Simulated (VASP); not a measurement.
# AlGa3N4 (P1) in VASP: a series of runs

AlGa3N4 is run at these levels: PBEsol; tasks: single point.

All numbers are computed with VASP 6.6.1; they aren't measurements. Logs are shortened: lines on timing, memory, paths and dates and some standing lists are left out, and cuts for length are marked.

### 1 The cell of the first run

The typed cell holds 8 atoms: a = 5.142 Å, b = 3.165 Å, c = 5.478 Å, α = 90.00°, β = 90.04°, γ = 90.00°.

### 2 Single point, PBEsol (atom 4 (Ga) moved +0.450 Å along Cartesian [1 -1 0])

File INCAR:

```
SYSTEM = AlGa3N4
ALGO = Normal ; EDIFF = 1E-7
ENCUT = 520 ; GGA = PS
ISIF = 2 ; ISMEAR = 0
LASPH = .True. ; LCHARG = .False.
LREAL = .False. ; LWAVE = .False.
NBANDS = 41 ; NELM = 80
PREC = Accurate ; SIGMA = 0.05
```

File KPOINTS:

```
k-points
0
Gamma
  6 8 6
  0 0 0
```

File POSCAR:

```
AlGa3N4
1.0
    5.1423512025      0.0000000000      0.0001215039
    0.0000000000      3.1649848011      0.0000000000
   -0.0035856884      0.0000000000      5.4784941380
Al Ga N
1 3 4
Direct
    0.0006034235      0.5000000000      0.6673576246
    0.4991167026      0.5000000000      0.3349195796
    0.4990273840      0.0000000000      0.8315570006
    1.0617397111     -0.1005369920      0.1661791561
    0.1196687536      0.5000000000      0.3400974151
    0.1176459797      0.0000000000      0.8263760593
    0.6204436392      0.0000000000      0.1662162869
    0.6312323461      0.5000000000      0.6672965055
```

Potentials or basis: VASP PAW PBE potentials, release 64 (Al, Ga_d, N).

Launch:

```bash
cat potpaw_PBE.64/Al/POTCAR potpaw_PBE.64/Ga_d/POTCAR potpaw_PBE.64/N/POTCAR > POTCAR
mpirun -np 1 vasp_std > vasp.out
```

OUTCAR:

```text
SYSTEM = AlGa3N4
   EDIFF = 1E-7
   ENCUT = 520
   GGA = PS
   ISIF = 2
   ISMEAR = 0
   LASPH = .True.
   LREAL = .False.
   NELM = 80
   PREC = Accurate

 ion  position               nearest neighbor table
   1  0.001  0.500  0.667-   5 1.89   8 1.90   6 1.90   6 1.90   4 3.03   4 3.04
   2  0.499  0.500  0.335-   7 1.94   7 1.94   8 1.94   5 1.95   4 2.74
   3  0.499  0.000  0.832-   7 1.94   8 1.94   8 1.94   6 1.96   4 2.92
   4  0.062  0.899  0.166-   5 1.61   6 1.91   5 2.15   7 2.29   2 2.74   3 2.92   1 3.03   1 3.04

   5  0.120  0.500  0.340-   4 1.61   1 1.89   2 1.95   4 2.15
   6  0.118  0.000  0.826-   1 1.90   1 1.90   4 1.91   3 1.96
   7  0.620  0.000  0.166-   2 1.94   2 1.94   3 1.94   4 2.29
   8  0.631  0.500  0.667-   1 1.90   2 1.94   3 1.94   3 1.94

  LATTYP: Found a simple monoclinic cell.
 ALAT       =     5.1423512039
 B/A-ratio  =     0.6154742598
 C/A-ratio  =     1.0653677849
 COS(beta)  =    -0.0006308743

  Lattice vectors:

 A1 = (   5.1423512025,   0.0000000000,   0.0001215039)
 A2 = (   0.0000000000,   3.1649848011,   0.0000000000)
 A3 = (  -0.0035856884,   0.0000000000,   5.4784941380)

Analysis of symmetry for initial positions (statically):
=====================================================================
 Subroutine PRICEL returns:
 Original cell was already a primitive cell.

 Routine SETGRP: Setting up the symmetry group for a
 simple monoclinic supercell.

 Subroutine GETGRP returns: Found  1 space group operations
 (whereof  1 operations were pure point group operations)
 out of a pool of  4 trial point group operations.

The static configuration has the point symmetry C_1 .

Analysis of symmetry for dynamics (positions and initial velocities):
=====================================================================
 Subroutine PRICEL returns:
 Original cell was already a primitive cell.

 Routine SETGRP: Setting up the symmetry group for a
 simple monoclinic supercell.

 Subroutine GETGRP returns: Found  1 space group operations
 (whereof  1 operations were pure point group operations)
 out of a pool of  4 trial point group operations.

The dynamic configuration has the point symmetry C_1 .

 Subroutine INISYM returns: Found  1 space group operations
 (whereof  1 operations are pure point group operations),
 and found     1 'primitive' translations

----------------------------------------------------------------------------------------

                                     Primitive cell

[... 104 lines left out ...]
   EDIFFG = 0.1E-05   stopping-criterion for IOM
   NSW    =      0    number of steps for IOM
   IBRION =     -1    ionic relax: 0-MD 1-quasi-New 2-CG
   NFREE  =      0    steps in history (QN), initial steepest desc. (CG)
   ISIF   =      2    stress and relaxation
   ISYM   =      2    0-nonsym 1-usesym 2-fastsym
   POTIM  = 0.5000    time-step for ionic-motion
   TEBEG  =    0.0;   TEEND  =   0.0 temperature during run
   PSTRESS=    0.0 pullay stress
   NELECT =      62.0000    total number of electrons
   NUPDOWN=      -1.0000    fix difference up-down
   EMIN   =  10.00;   EMAX   =-10.00  energy-range for DOS
   EFERMI =   0.00;   METHOD = LEGACY
   ISMEAR =     0;   SIGMA  =   0.05  broadening in eV -4-tet -1-fermi 0-gaus
   EFERMI_NEDOS =   21; number of points for ismear=-14 and -15
   IALGO  =     38    algorithm
   IMIX   =      4    mixing-type and parameters
     AMIX     =   0.40;   BMIX     =  1.00
     AMIX_MAG =   1.60;   BMIX_MAG =  1.00
  volume/ion in A,a.u.               =      11.15        75.21
  Fermi-wavevector in a.u.,A,eV,Ry     =   1.450354  2.740771 28.620199  2.103525
  Thomas-Fermi vector in A             =   2.567975
   LORBIT       =      0    0 simple, 1 ext, 2 COOP (PROOUT), +10 PAW based schemes
   GGA     = PS    functional components
   LHFCALC =     F    Hartree Fock is set to
   AEXX    =    0.0000 exact exchange contribution
   IVDW    =     0    specifies the selected vdW correction
   LEPSILON=     F    determine dielectric tensor
   LRPA    =     F    only Hartree local field effects (RPA)
 non-spin polarized calculation
 Gauss-broadening in eV      SIGMA  =   0.05
  energy-cutoff  :      520.00
  volume of cell :       89.17
 maximum number of plane-waves:      2426
 NGX is ok and might be reduce to    40
   NGX = 19   NGY = 11   NGZ = 21

 number of electron      61.9999979 magnetization

 Free energy of the ion-electron system (eV)
  ---------------------------------------------------
  ext. energy  EPLUGINS =         0.00000000
  ---------------------------------------------------
  free energy    TOTEN  =       -53.28729033 eV

  energy without entropy =      -53.28729033  energy(sigma->0) =      -53.28729033

 E-fermi :   5.8550     XC(G=0): -11.7229

 val. band max:        5.6557050649   @ k =   0.0000   0.0000   0.0000
 cond. band min:       7.7933337062   @ k =   0.0000   0.0000   0.0000
 fundamental gap:      2.1376286413
 Fermi energy:         5.8549594101

 k-point     1 :       0.0000    0.0000    0.0000
  band No.  band energies     occupation
      1     -11.0921      2.00000
      2      -9.7842      2.00000
      3      -9.2431      2.00000
      4      -8.9532      2.00000
      5      -8.2909      2.00000
      6      -8.1800      2.00000
[... 1045 lines left out ...]
     40      14.2928      0.00000
     41      15.2380      0.00000

 [... further k-points ...]
[... 5 lines left out ...]
  --------------------------------------------------------------------------------------
  -------------------------------------------------------------------------------------
  Total        0.1861942      6.4773223      4.4803294     -1.7893069     -6.2716198      1.3625674
  in kB        3.3456633    116.3888878     80.5055752    -32.1514713   -112.6926863     24.4835279
  external PRESSURE =      66.7467088 kB  Pullay stress =       0.0000000 kB

 VOLUME and BASIS-vectors are now :
 -----------------------------------------------------------------------------
  energy-cutoff  :      520.00
  volume of cell :       89.17
      direct lattice vectors                 reciprocal lattice vectors
     5.142351203  0.000000000  0.000121504     0.194463572  0.000000000  0.000127277
     0.000000000  3.164984801  0.000000000     0.000000000  0.315957283  0.000000000
    -0.003585688  0.000000000  5.478494138    -0.000004313  0.000000000  0.182531907

 POSITION                                       TOTAL-FORCE (eV/Angst)
 -----------------------------------------------------------------------------------
      0.00071      1.58249      3.65611        -0.482718     -0.168714      0.020928
      2.56543      1.58249      1.83492         1.563547     -0.288594     -0.003728
      2.56319      0.00000      4.55574         0.911155      0.059829      0.096797
      0.31689      2.84679      0.91042        -4.012122      7.801853     -4.338606
      0.61416      1.58249      1.86324         1.614618     -6.888862      4.484225
      0.60201      0.00000      4.52731         0.234205     -0.210921     -0.216651
      3.18994      0.00000      0.91069         0.192109     -0.291881      0.012935
      3.24363      1.58249      3.65586        -0.020795     -0.012711     -0.055899
 -----------------------------------------------------------------------------------
    total drift:                               -0.000512     -0.000118     -0.000052

  FREE ENERGIE OF THE ION-ELECTRON SYSTEM (eV)
  ---------------------------------------------------
  free  energy   TOTEN  =       -53.2872903293 eV

  energy  without entropy=      -53.2872903293  energy(sigma->0) =      -53.28729033
```

OSZICAR:

```text
N       E                     dE             d eps       ncg     rms          rms(c)
DAV:   1     0.630354600807E+03    0.63035E+03   -0.28088E+04 13582   0.259E+03
DAV:   2     0.547186086373E+02   -0.57564E+03   -0.53609E+03 12872   0.641E+02
DAV:   3    -0.537394290402E+02   -0.10846E+03   -0.10531E+03 13935   0.196E+02
DAV:   4    -0.613429699200E+02   -0.76035E+01   -0.75365E+01 16496   0.554E+01
DAV:   5    -0.615435860062E+02   -0.20062E+00   -0.20031E+00 14866   0.892E+00    0.155E+01
DAV:   6    -0.531446066839E+02    0.83990E+01   -0.22955E+01 23232   0.631E+01    0.466E+00
DAV:   7    -0.533873591254E+02   -0.24275E+00   -0.45015E+00 14310   0.120E+01    0.397E+00
DAV:   8    -0.533056384590E+02    0.81721E-01   -0.34904E-01 17216   0.737E+00    0.117E+00
DAV:   9    -0.532886325704E+02    0.17006E-01   -0.79596E-02 18760   0.419E+00    0.629E-01
DAV:  10    -0.532871367716E+02    0.14958E-02   -0.19871E-02 15656   0.119E+00    0.271E-01
DAV:  11    -0.532872229150E+02   -0.86143E-04   -0.29856E-03 20584   0.782E-01    0.462E-02
DAV:  12    -0.532872793859E+02   -0.56471E-04   -0.52202E-04 15888   0.382E-01    0.306E-02
DAV:  13    -0.532872920001E+02   -0.12614E-04   -0.10737E-04 15968   0.830E-02    0.246E-02
DAV:  14    -0.532872904384E+02    0.15617E-05   -0.10222E-05 15696   0.626E-02    0.122E-02
DAV:  15    -0.532872901544E+02    0.28394E-06   -0.52731E-06 20376   0.303E-02    0.186E-03
DAV:  16    -0.532872903180E+02   -0.16356E-06   -0.14548E-06 14656   0.137E-02    0.132E-03
DAV:  17    -0.532872903293E+02   -0.11273E-07   -0.10061E-07  9432   0.597E-03
   1 F= -.53287290E+02 E0= -.53287290E+02  d E =-.124407E-10
```

Run time: 11 min. Hardware: 1 thread of Intel Xeon 8259CL, shared host; peak memory 0.5 GiB.

Results:

| Quantity | Value |
| --- | --- |
| Free energy | -53.2873 eV |
| Pressure | 6.7 GPa |
| Largest force | 9.787 eV/Å |
| Band gap on the k mesh | 2.14 eV |

Forces on the atoms (eV/Å):
```
Al  -0.483 -0.169  0.021
Ga   1.564 -0.289 -0.004
Ga   0.911  0.060  0.097
Ga  -4.012  7.802 -4.339
N    1.615 -6.889  4.484
N    0.234 -0.211 -0.217
N    0.192 -0.292  0.013
N   -0.021 -0.013 -0.056
```

Caveat: the cell differs from its parent crystal (atom 4 (Ga) moved +0.450 Å along Cartesian [1 -1 0]); the stress differs along the axes, from 0 to 12 GPa; the PAW data sets were made with another functional, which shifts forces and pressure a little.

### 3 Single point, PBEsol (atom 4 (Ga) moved +0.338 Å along Cartesian [1 -1 0])

File INCAR:

```
SYSTEM = AlGa3N4
  ALGO = Normal
  EDIFF = 1E-7
  ENCUT = 520
  GGA = PS
  ISIF = 2
  ISMEAR = 0
  LASPH = .TRUE.
  LCHARG = .FALSE.
  LREAL = .FALSE.
  LWAVE = .FALSE.
  NBANDS = 41
  NELM = 100
  PREC = Accurate
  SIGMA = 0.05
```

File KPOINTS:

```
k-points
0
G
  6 8 6
  0 0 0
```

Changes to POSCAR since step 2:

```diff
@@ -11,3 +11,3 @@
     0.4990273840      0.0000000000      0.8315570006
-    1.0617397111     -0.1005369920      0.1661791561
+    1.0462702286     -0.0754027440      0.1661794991
     0.1196687536      0.5000000000      0.3400974151
```

Potentials or basis: VASP PAW PBE potentials, release 64 (Al, Ga_d, N).

Launch:

```bash
cat potpaw_PBE.64/Al/POTCAR potpaw_PBE.64/Ga_d/POTCAR potpaw_PBE.64/N/POTCAR > POTCAR
mpirun -np 1 vasp_std > vasp.out
```

Run time: 9.7 min. Hardware: 1 thread of Intel Xeon Platinum 8259CL at 2.50GHz (Skylake/Cascade Lake), shared host; peak memory 0.5 GiB.

It converged, with:

| Item | Value |
| --- | --- |
| Free energy | -54.0834 eV |
| Pressure | 3.5 GPa |
| Largest force | 6.377 eV/Å |
| Band gap on the k mesh | 2.21 eV |

Forces in eV/Å, atoms in the order of the input:
```
Al  -0.380 -0.134  0.041
Ga   1.170 -0.185 -0.044
Ga   0.709  0.037  0.094
Ga  -3.275  5.018 -2.183
N    1.155 -4.318  2.389
N    0.221 -0.158 -0.271
N    0.416 -0.250  0.014
N   -0.017 -0.009 -0.039
```

Stress tensor (GPa, compression positive):
```
-0.66 -2.36  1.50
-2.36  6.66 -6.89
 1.50 -6.89  4.61
```

Levels at points of the mesh, in eV from the valence-band top:
```
           k point  band 28  band 29  band 30  band 31  band 32  band 33  band 34  band 35
(0.00, 0.00, 0.00)    -1.03    -0.13    -0.04     0.00     2.21     4.19     4.89     5.56
(0.50, 0.00, 0.00)    -1.53    -0.88    -0.23    -0.20     4.12     4.32     4.53     4.66
(0.00, 0.50, 0.00)    -2.44    -2.27    -2.04    -1.53     5.48     5.62     6.43     6.98
(0.50, 0.50, 0.00)    -1.91    -1.70    -1.63    -0.93     5.31     5.52     5.86     6.10
(0.00, 0.00, 0.50)    -0.97    -0.77    -0.52    -0.33     4.27     4.58     5.70     6.21
(0.50, 0.00, 0.50)    -1.71    -1.52    -1.22    -0.82     5.07     5.13     5.26     5.68
(0.00, 0.50, 0.50)    -2.34    -1.89    -1.22    -1.08     4.38     5.07     5.53     5.61
(0.50, 0.50, 0.50)    -1.87    -1.76    -1.62    -1.16     3.99     4.21     4.55     4.63
```

Caveat: the cell differs from its parent crystal (atom 4 (Ga) moved +0.338 Å along Cartesian [1 -1 0]); the stress differs along the axes, from -1 to 7 GPa; the PAW data sets were made with another functional, which shifts forces and pressure a little.
